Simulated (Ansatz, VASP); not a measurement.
# Two plane-wave programs on Cu

```
Cu
1.0
     2.48622    0.00000    0.00000
    -1.24311    2.15313    0.00000
     0.00000    0.00000    8.12191
Cu
4
Cartesian
  1.2431 2.1531 0.0000
  1.2431 2.1531 4.0610
  0.0000 1.4354 2.0305
  1.2431 0.7177 6.0914
```

Alike in both runs: task single point; functional PBEsol; k mesh 16 × 16 × 5; occupations fermi-dirac, width 0.1 eV; no spin polarisation.

|  | VASP | Ansatz |
| --- | --- | --- |
| version | VASP 6.6.1 | Ansatz 0.2.0 |
| potentials or method | VASP PAW PBE potentials, release 64 (Cu), cutoff 520 eV | plane waves (420 eV) with PAW, scalar-relativistic |
| valence electrons in the cell | 44 | 76 |

```csv
,VASP,Ansatz,Ansatz less VASP
pressure (GPa),8.3,7.6,-0.69
"traceless stress, the component that is largest in VASP (GPa)",0.03,0.07,+0.045
```

VASP's potentials were made for PBE, not for PBEsol, and Ansatz warns of the same on its side. With one functional, cell and mesh, what is left measures potentials, basis and numerics. VASP's potentials hold 44 valence electrons a cell and Ansatz's 76, so a difference there can come from the potentials and not from the codes.
